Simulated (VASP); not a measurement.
# MnNi3 (Pm-3m) in VASP: notebook

The runs below take MnNi3 through single point, with LDA.

Program: VASP 6.6.1. These are calculated values, not measurements. Logs are shortened: lines on timing, memory, paths and dates and some standing lists are left out, and cuts for length are marked.

## Step 1: The cell of the first run

Symmetry: Pm-3m, No. 221, cubic system. Conventional cell: a = 3.456 Å, b = 3.456 Å, c = 3.456 Å, α = 90.00°, β = 90.00°, γ = 90.00°. Within 3.2 Å of Mn (site symmetry m-3m) lie 12 Ni at 2.44 Å. Within 3.2 Å of Ni (site symmetry 4/mmm) lie 4 Mn at 2.44 Å and 8 Ni at 2.44 Å.

## Step 2: Single point, LDA, collinear spin, ferrimagnetic start

Input file INCAR:

```
  PREC = Accurate
  ENCUT = 520
  EDIFF = 1E-6
  ISMEAR = 0
  SIGMA = 0.05
  LREAL = False
  LASPH = True
  NELM = 150
  ALGO = Fast
  ISIF = 2
  LWAVE = False
  LCHARG = False
  ISPIN = 2
  MAGMOM = 3.5 -0.8 -0.8 -0.8
  LORBIT = 11
  LMAXMIX = 4
  GGA = CA
  NBANDS = 34
```

Input file KPOINTS:

```
regular mesh
0
Gamma
  12 12 12
```

Input file POSCAR:

```
MnNi3
1.0
    3.4563036984      0.0000000000      0.0000000000
    0.0000000000      3.4563036984      0.0000000000
    0.0000000000      0.0000000000      3.4563036984
Mn Ni
1 3
Direct
    0.0000000000      0.0000000000      0.0000000000
    0.0000000000      0.5000000000      0.5000000000
    0.5000000000      0.0000000000      0.5000000000
    0.5000000000      0.5000000000      0.0000000000
```

Potentials or basis: VASP PAW LDA potentials, release 64 (Mn_pv, Ni).

Launch:

```sh
$ cat potpaw_LDA.64/Mn_pv/POTCAR potpaw_LDA.64/Ni/POTCAR > POTCAR
$ mpirun -np 1 vasp_std > vasp.out
```

OUTCAR:

```text
PREC = Accurate
   ENCUT = 520
   EDIFF = 1E-6
   ISMEAR = 0
   LREAL = False
   LASPH = True
   NELM = 150
   ISIF = 2
   ISPIN = 2
   LORBIT = 11
   GGA = CA

 ion  position               nearest neighbor table
   1  0.000  0.000  0.000-   2 2.44   3 2.44   4 2.44   2 2.44   3 2.44   2 2.44   4 2.44   2 2.44
                             3 2.44   4 2.44   3 2.44   4 2.44
   2  0.000  0.500  0.500-   1 2.44   3 2.44   4 2.44   1 2.44   4 2.44   1 2.44   3 2.44   1 2.44
                             3 2.44   4 2.44   4 2.44   3 2.44
   3  0.500  0.000  0.500-   1 2.44   2 2.44   4 2.44   1 2.44   4 2.44   2 2.44   4 2.44   4 2.44
                             1 2.44   2 2.44   1 2.44   2 2.44
   4  0.500  0.500  0.000-   1 2.44   2 2.44   3 2.44   2 2.44   3 2.44   1 2.44   3 2.44   3 2.44
                             1 2.44   2 2.44   2 2.44   1 2.44

  LATTYP: Found a simple cubic cell.
 ALAT       =     3.4563036984

  Lattice vectors:

 A1 = (   3.4563036984,   0.0000000000,   0.0000000000)
 A2 = (   0.0000000000,   3.4563036984,   0.0000000000)
 A3 = (   0.0000000000,   0.0000000000,   3.4563036984)

Analysis of symmetry for initial positions (statically):
=====================================================================
 Subroutine PRICEL returns:
 Original cell was already a primitive cell.

 Routine SETGRP: Setting up the symmetry group for a
 simple cubic supercell.

 Subroutine GETGRP returns: Found 48 space group operations
 (whereof 48 operations were pure point group operations)
 out of a pool of 48 trial point group operations.

The static configuration has the point symmetry O_h .

Analysis of symmetry for dynamics (positions and initial velocities):
=====================================================================
 Subroutine PRICEL returns:
 Original cell was already a primitive cell.

 Routine SETGRP: Setting up the symmetry group for a
 simple cubic supercell.

 Subroutine GETGRP returns: Found 48 space group operations
 (whereof 48 operations were pure point group operations)
 out of a pool of 48 trial point group operations.

The dynamic configuration has the point symmetry O_h .

Analysis of structural, dynamic, and magnetic symmetry:
=====================================================================
 Subroutine PRICEL returns:
 Original cell was already a primitive cell.

 Routine SETGRP: Setting up the symmetry group for a
 simple cubic supercell.

 Subroutine GETGRP returns: Found 48 space group operations
 (whereof 48 operations were pure point group operations)
 out of a pool of 48 trial point group operations.

The overall configuration has the point symmetry O_h .

 Subroutine INISYM returns: Found 48 space group operations
 (whereof 48 operations are pure point group operations),
 and found     1 'primitive' translations

----------------------------------------------------------------------------------------

                                     Primitive cell

  volume of cell :      41.2891

  direct lattice vectors                    reciprocal lattice vectors
     3.456303698  0.000000000  0.000000000     0.289326427  0.000000000  0.000000000
     0.000000000  3.456303698  0.000000000     0.000000000  0.289326427  0.000000000
     0.000000000  0.000000000  3.456303698     0.000000000  0.000000000  0.289326427

  length of vectors
     3.456303698  3.456303698  3.456303698     0.289326427  0.289326427  0.289326427

  position of ions in fractional coordinates (direct lattice)
     0.000000000  0.000000000  0.000000000
     0.000000000  0.500000000  0.500000000
     0.500000000  0.000000000  0.500000000
     0.500000000  0.500000000  0.000000000

  ion indices of the primitive-cell ions
   primitive index   ion index
                 1           1
                 2           2
                 3           3
                 4           4

----------------------------------------------------------------------------------------

 KPOINTS: regular mesh

Automatic generation of k-mesh.
 Grid dimensions read from file:
 generate k-points for:   12   12   12

 Generating k-lattice:

  Cartesian coordinates                     Fractional coordinates (reciprocal lattice)
     0.024110536  0.000000000  0.000000000     0.083333333  0.000000000  0.000000000
     0.000000000  0.024110536  0.000000000     0.000000000  0.083333333  0.000000000
     0.000000000  0.000000000  0.024110536     0.000000000  0.000000000  0.083333333

  Length of vectors
     0.024110536  0.024110536  0.024110536

  Shift w.r.t. Gamma in fractional coordinates (k-lattice)
     0.000000000  0.000000000  0.000000000

 Subroutine IBZKPT returns following result:
 ===========================================

 Found     84 irreducible k-points:

 Following reciprocal coordinates:
            Coordinates               Weight
  0.000000  0.000000  0.000000      1.000000
  0.083333  0.000000  0.000000      6.000000
  0.166667  0.000000  0.000000      6.000000
  0.250000  0.000000  0.000000      6.000000
  0.333333  0.000000  0.000000      6.000000
  0.416667  0.000000  0.000000      6.000000
[... 16 lines left out ...]
  0.333333  0.333333  0.000000     12.000000
  0.416667  0.333333  0.000000     24.000000
 [... further k-points ...]
   k-points           NKPTS =     84   k-points in BZ     NKDIM =     84   number of bands    NBANDS=     34
   number of dos      NEDOS =    301   number of ions     NIONS =      4
   total plane-waves  NPLWV =  21952
   dimension x,y,z NGX =    28 NGY =   28 NGZ =   28
   dimension x,y,z NGXF=    56 NGYF=   56 NGZF=   56
   ions per type =               1   3
   NGX,Y,Z   is equivalent  to a cutoff of  13.47, 13.47, 13.47 a.u.
   NGXF,Y,Z  is equivalent  to a cutoff of  26.94, 26.94, 26.94 a.u.
 SYSTEM =  unknown system
   PREC   = accura    normal or accurate (medium, high low for compatibility)
   ISTART =      0    job   : 0-new  1-cont  2-samecut
   ICHARG =      2    charge: 1-file 2-atom 10-const
   ISPIN  =      2    spin polarized calculation?
   LNONCOLLINEAR =      F non collinear calculations
   LSORBIT =      F    spin-orbit coupling
   LASPH  =      T    aspherical Exc in radial PAW
   ENCUT  =  520.0 eV  38.22 Ry    6.18 a.u.   6.43  6.43  6.43*2*pi/ulx,y,z
   NELM   =    150;   NELMIN=  2; NELMDL= -5     # of ELM steps
   EDIFF  = 0.1E-05   stopping-criterion for ELM
   LREAL  =      F    real-space projection
   EDIFFG = 0.1E-04   stopping-criterion for IOM
   NSW    =      0    number of steps for IOM
   IBRION =     -1    ionic relax: 0-MD 1-quasi-New 2-CG
   NFREE  =      0    steps in history (QN), initial steepest desc. (CG)
   ISIF   =      2    stress and relaxation
   ISYM   =      2    0-nonsym 1-usesym 2-fastsym
   POTIM  = 0.5000    time-step for ionic-motion
   TEBEG  =    0.0;   TEEND  =   0.0 temperature during run
   PSTRESS=    0.0 pullay stress
   NELECT =      43.0000    total number of electrons
   NUPDOWN=      -1.0000    fix difference up-down
   EMIN   =  10.00;   EMAX   =-10.00  energy-range for DOS
   EFERMI =   0.00;   METHOD = LEGACY
   ISMEAR =     0;   SIGMA  =   0.05  broadening in eV -4-tet -1-fermi 0-gaus
   EFERMI_NEDOS =   21; number of points for ismear=-14 and -15
   IALGO  =     68    algorithm
   IMIX   =      4    mixing-type and parameters
     AMIX     =   0.40;   BMIX     =  1.00
     AMIX_MAG =   1.60;   BMIX_MAG =  1.00
  volume/ion in A,a.u.               =      10.32        69.66
  Fermi-wavevector in a.u.,A,eV,Ry     =   1.659405  3.135821 37.465346  2.753625
  Thomas-Fermi vector in A             =   2.746819
   LORBIT       =     11    0 simple, 1 ext, 2 COOP (PROOUT), +10 PAW based schemes
   GGA     = CA    functional components
   LHFCALC =     F    Hartree Fock is set to
   AEXX    =    0.0000 exact exchange contribution
   IVDW    =     0    specifies the selected vdW correction
   LEPSILON=     F    determine dielectric tensor
   LRPA    =     F    only Hartree local field effects (RPA)
 spin polarized calculation
 RMM-DIIS sequential band-by-band and
 Gauss-broadening in eV      SIGMA  =   0.05
  energy-cutoff  :      520.00
  volume of cell :       41.29
 maximum number of plane-waves:      1141
 NGX is ok and might be reduce to    28
   NGX = 13   NGY = 13   NGZ = 13

 number of electron      42.9999964 magnetization       3.9077151

 Free energy of the ion-electron system (eV)
  ---------------------------------------------------
  ext. energy  EPLUGINS =         0.00000000
  ---------------------------------------------------
  free energy    TOTEN  =       -29.96422258 eV

  energy without entropy =      -29.95561473  energy(sigma->0) =      -29.95991865

 E-fermi :  10.1541     XC(G=0): -14.0908

 val. band max:       10.1538889653   @ k =   0.5000   0.1667   0.1667
 cond. band min:      10.1558050449   @ k =   0.4167   0.4167   0.3333
 fundamental gap:      0.0019160796
 Fermi energy:        10.1541179757

 spin component 1

 k-point     1 :       0.0000    0.0000    0.0000
  band No.  band energies     occupation
      1     -38.5965      1.00000
      2     -38.5965      1.00000
      3     -38.5965      1.00000
      4       0.8538      1.00000
      5       4.8346      1.00000
      6       4.8346      1.00000
[... 25 lines left out ...]
     32      24.8773      0.00000
     33      24.8778      0.00000

 k-point     2 :       0.0833    0.0000    0.0000
  band No.  band energies     occupation
      1     -38.5974      1.00000
      2     -38.5965      1.00000
      3     -38.5965      1.00000
      4       0.9499      1.00000
      5       4.8680      1.00000
      6       4.8880      1.00000
[... 25 lines left out ...]
     32      24.6810      0.00000
     33      24.6882      0.00000
[... 754 lines left out ...]
     32      23.7657      0.00000
     33      24.5914      0.00000

 k-point    24 :       0.4167    0.3333    0.0000
  band No.  band energies     occupation
      1     -38.6075      1.00000
      2     -38.6051      1.00000
      3     -38.5973      1.00000
      4       4.2148      1.00000
      5       5.4343      1.00000
      6       6.1032      1.00000
[... 25 lines left out ...]
     32      23.9720      0.00000
     33      25.0185      0.00000

 [... further k-points ...]

 spin component 2

 k-point     1 :       0.0000    0.0000    0.0000
  band No.  band energies     occupation
      1     -35.9202      1.00000
      2     -35.9202      1.00000
      3     -35.9202      1.00000
      4       1.0422      1.00000
      5       5.5434      1.00000
      6       5.5434      1.00000
[... 25 lines left out ...]
     32      24.9914      0.00000
     33      24.9925      0.00000

 k-point     2 :       0.0833    0.0000    0.0000
  band No.  band energies     occupation
      1     -35.9213      1.00000
      2     -35.9202      1.00000
      3     -35.9202      1.00000
      4       1.1386      1.00000
      5       5.5631      1.00000
      6       5.6023      1.00000
[... 25 lines left out ...]
     32      24.8422      0.00000
     33      24.8428      0.00000
[... 754 lines left out ...]
     32      24.0160      0.00000
     33      25.1213      0.00000

 k-point    24 :       0.4167    0.3333    0.0000
  band No.  band energies     occupation
      1     -35.9336      1.00000
      2     -35.9306      1.00000
      3     -35.9212      1.00000
      4       4.4490      1.00000
      5       5.7867      1.00000
      6       6.5774      1.00000
[... 25 lines left out ...]
     32      24.3965      0.00000
     33      25.4334      0.00000

 [... further k-points ...]

 [bands above 33 left out]

------------------------ aborting loop because EDIFF is reached ----------------------------------------

  FORCE on cell =-STRESS in cart. coord.  units (eV):
  Direction    XX          YY          ZZ          XY          YZ          ZX
  --------------------------------------------------------------------------------------
  -------------------------------------------------------------------------------------
  Total       -0.1352436     -0.1352436     -0.1352436      0.0000000     -0.0000000      0.0000000
  in kB       -5.2479715     -5.2479715     -5.2479715      0.0000000     -0.0000000      0.0000000
  external PRESSURE =      -5.2479715 kB  Pullay stress =       0.0000000 kB

 VOLUME and BASIS-vectors are now :
 -----------------------------------------------------------------------------
  energy-cutoff  :      520.00
  volume of cell :       41.29
      direct lattice vectors                 reciprocal lattice vectors
     3.456303698  0.000000000  0.000000000     0.289326427  0.000000000  0.000000000
     0.000000000  3.456303698  0.000000000     0.000000000  0.289326427  0.000000000
     0.000000000  0.000000000  3.456303698     0.000000000  0.000000000  0.289326427

 POSITION                                       TOTAL-FORCE (eV/Angst)
 -----------------------------------------------------------------------------------
      0.00000      0.00000      0.00000         0.000000      0.000000      0.000000
      0.00000      1.72815      1.72815         0.000000      0.000000      0.000000
      1.72815      0.00000      1.72815         0.000000      0.000000      0.000000
      1.72815      1.72815      0.00000         0.000000      0.000000      0.000000
 -----------------------------------------------------------------------------------
    total drift:                                0.000000      0.000000      0.000000

  FREE ENERGIE OF THE ION-ELECTRON SYSTEM (eV)
  ---------------------------------------------------
  free  energy   TOTEN  =       -29.9642225757 eV

  energy  without entropy=      -29.9556147313  energy(sigma->0) =      -29.95991865

 total charge

# of ion       s       p       d       tot
------------------------------------------
    1        0.394   6.346   5.095  11.834
    2        0.547   0.589   8.377   9.514
    3        0.547   0.589   8.377   9.514
    4        0.547   0.589   8.377   9.514
--------------------------------------------------
tot          2.036   8.113  30.227  40.375

 magnetization (x)

# of ion       s       p       d       tot
------------------------------------------
    1        0.009   0.015   2.684   2.709
    2       -0.013  -0.020   0.413   0.379
    3       -0.013  -0.020   0.413   0.379
    4       -0.013  -0.020   0.413   0.379
--------------------------------------------------
tot         -0.030  -0.045   3.922   3.847
```

Wall time 3 min (1 thread of Oxide Virtual Turin-like, shared host); peak memory 0.24 GiB.

Results:

- Free energy: -29.9642 eV
- Pressure: -0.5 GPa
- Net moment: 3.91 μB per cell
- Site moments: Mn +2.71; Ni +0.38 μB
- Valence electrons inside the program's atomic spheres: Mn 11.83; Ni 9.51

Levels at points of the mesh, in eV from the Fermi level:
Spin up:
```csv
k point,band 20,band 21,band 22,band 23,band 24,band 25,band 26,band 27
"(0.00, 0.00, 0.00)",-0.01,-0.01,0.38,0.38,0.38,2.61,2.61,2.61
"(0.50, 0.00, 0.00)",-1.20,-0.90,-0.77,-0.51,-0.24,0.37,8.42,8.42
"(0.50, 0.50, 0.00)",-1.28,-1.26,-0.90,-0.90,1.24,1.24,1.88,1.99
"(0.50, 0.50, 0.50)",-0.26,-0.26,-0.26,-0.01,-0.01,0.03,0.03,0.03
```
Spin down:
```
           k point  band 17  band 18  band 19  band 20  band 21  band 22  band 23  band 24
(0.00, 0.00, 0.00)     0.28     0.28     0.28     1.61     1.61     2.11     2.11     2.11
(0.50, 0.00, 0.00)    -1.10    -0.93    -0.39     0.28     0.39     0.39     1.12     1.27
(0.50, 0.50, 0.00)    -1.29    -1.29    -0.97    -0.78     0.76     0.76     1.13     1.67
(0.50, 0.50, 0.50)     0.00     0.00     0.00     0.05     0.05     0.05     1.35     1.35
```

## Step 3: Single point, LDA, collinear spin, ferromagnetic start

Input file INCAR:

```
ALGO = Fast
EDIFF = 1E-6
ENCUT = 520
GGA = CA
ISIF = 2
ISMEAR = 0
ISPIN = 2
LASPH = T
LCHARG = F
LMAXMIX = 4
LORBIT = 11
LREAL = F
LWAVE = F
MAGMOM = 2.98 0.51 0.51 0.51
NBANDS = 34
NELM = 150
PREC = Accurate
SIGMA = 0.05
```

Input file KPOINTS:

```
k-points
0
Gamma
  12 12 12
```

POSCAR is that of step 2.

Potentials or basis: VASP PAW LDA potentials, release 64 (Mn_pv, Ni).

Launch:

```sh
$ cat potpaw_LDA.64/Mn_pv/POTCAR potpaw_LDA.64/Ni/POTCAR > POTCAR
$ mpirun -np 1 vasp_std > vasp.out
```

Run time: 5.4 min. Hardware: 1 thread of Oxide Virtual Turin-like, shared host; peak memory 0.24 GiB.

The run converged. Its results:

| Property | Result |
| --- | --- |
| Free energy | -29.9642 eV |
| Pressure | -0.5 GPa |
| Net moment | 3.91 μB per cell |
| Site moments | Mn +2.71; Ni +0.38 μB |
| Valence electrons inside the program's atomic spheres | Mn 11.83; Ni 9.51 |

Levels at points of the mesh, in eV from the Fermi level:
Spin up:
```tsv
k point	band 19	band 20	band 21	band 22	band 23	band 24	band 25	band 26	band 27	band 28
(0.00, 0.00, 0.00)	-0.24	-0.01	-0.01	0.38	0.38	0.38	2.61	2.61	2.61	10.15
(0.50, 0.00, 0.00)	-1.20	-1.20	-0.90	-0.77	-0.51	-0.24	0.37	8.42	8.42	8.43
(0.50, 0.50, 0.00)	-1.32	-1.28	-1.26	-0.90	-0.90	1.24	1.24	1.88	1.99	11.92
(0.50, 0.50, 0.50)	-0.35	-0.26	-0.26	-0.26	-0.01	-0.01	0.03	0.03	0.03	6.58
```
Spin down:
| k point | band 16 | band 17 | band 18 | band 19 | band 20 | band 21 | band 22 | band 23 | band 24 | band 25 |
| --- | --- | --- | --- | --- | --- | --- | --- | --- | --- | --- |
| (0.00, 0.00, 0.00) | -0.01 | 0.28 | 0.28 | 0.28 | 1.61 | 1.61 | 2.11 | 2.11 | 2.11 | 2.81 |
| (0.50, 0.00, 0.00) | -1.10 | -1.10 | -0.93 | -0.39 | 0.28 | 0.39 | 0.39 | 1.12 | 1.27 | 2.06 |
| (0.50, 0.50, 0.00) | -1.34 | -1.29 | -1.29 | -0.97 | -0.78 | 0.76 | 0.76 | 1.13 | 1.67 | 1.67 |
| (0.50, 0.50, 0.50) | -0.36 | 0.00 | 0.00 | 0.00 | 0.05 | 0.05 | 0.05 | 1.35 | 1.35 | 1.35 |
